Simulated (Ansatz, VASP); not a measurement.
# CdS: VASP beside Ansatz

File POSCAR:

```
CdS
1.0
    0.0000000000      2.7532440000      2.7532440000
    2.7532440000      0.0000000000      2.7532440000
    2.7532440000      2.7532440000      0.0000000000
Cd S
1 1
Direct
    0.0000000000      0.0000000000      0.0000000000
    0.5000000000      0.5000000000      0.5000000000
```

Contents of INCAR.step1:

```
SYSTEM = CdS
PREC = Accurate ; ENCUT = 600
EDIFF = 1E-5 ; ISMEAR = -1
SIGMA = 0.05 ; LREAL = .FALSE.
LASPH = .TRUE. ; NELM = 100
ALGO = Normal ; LWAVE = .TRUE.
LCHARG = .FALSE. ; GGA = PE
NBANDS = 16
```

INCAR.step2

```
SYSTEM = CdS
PREC = Accurate ; ENCUT = 600
EDIFF = 1E-7 ; ISMEAR = -1
SIGMA = 0.05 ; LREAL = .FALSE.
LASPH = .TRUE. ; NELM = 100
ALGO = Normal ; ISIF = 3
LWAVE = .FALSE. ; LCHARG = .FALSE.
GGA = PS ; LHFCALC = .TRUE.
AEXX = 0.25 ; HFSCREEN = 0.207
PRECFOCK = Normal ; IBRION = 2
NSW = 60 ; EDIFFG = -0.01
ISTART = 1
```

The input KPOINTS:

```
Automatic mesh
0
G
  4 4 4
  0 0 0
```

input

```
crystal:
  lattice:
    - [0.0, 2.753244, 2.753244]
    - [2.753244, 0.0, 2.753244]
    - [2.753244, 2.753244, 0.0]
  atoms:
    - { symbol: Cd, position: [0.0, 0.0, 0.0] }
    - { symbol: S, position: [0.5, 0.5, 0.5] }
hamiltonian:
  xc:
    exchange: hjs_pbesol
    correlation: pbesol
    exx: { coeff: 0.25, omega: 0.207 }
  pseudopotentials: { kind: paw }
kpoints:
  mp_grid: { grid: [4, 4, 4] }
scf:
  occupations: { method: fermi_dirac, width: 0.05 }
output:
  forces: true
  stress: true
  eigenvalues: true
relax:
  f_tol: 0.01
  max_steps: 40
  cell: { stress_tol: 0.05 }
```

Alike in both runs: task relaxation of cell and atoms; functional PBEsol-based screened hybrid with a share of 0.25 of exact exchange and HFSCREEN = 0.207; k mesh 4 × 4 × 4; occupations fermi-dirac, width 0.05 eV; no spin polarisation.

|  | VASP | Ansatz |
| --- | --- | --- |
| version | VASP 6.6.1 | Ansatz 0.2.0 |
| potentials or method | VASP PAW PBE potentials, release 64 (Cd, S) | Ansatz PAW |
| plane-wave cutoff (eV) | 600 | 420 |
| valence electrons in the cell | 18 | 26 |

```tsv
	VASP	Ansatz	Ansatz less VASP
gap on the k mesh at the Fermi level, each at its own relaxed structure (eV)	1.08	1.10	+0.014
relaxed volume (Å³/atom)	19.78	19.68	-0.101
relaxed length of the cell vector where the two differ most in proportion (Å)	3.824	3.818	-0.0065
```

VASP's potentials were made for PBE, not for PBEsol-based screened hybrid. VASP's potentials hold 18 valence electrons a cell and Ansatz's 26, so a difference there can come from the potentials and not from the codes.

The k mesh is coarse, so the values compare programs but aren't converged. Noted on Ansatz's run: the plane-wave basis is chosen anew once the cell has moved, so the energies of steps on either side of that aren't comparable.
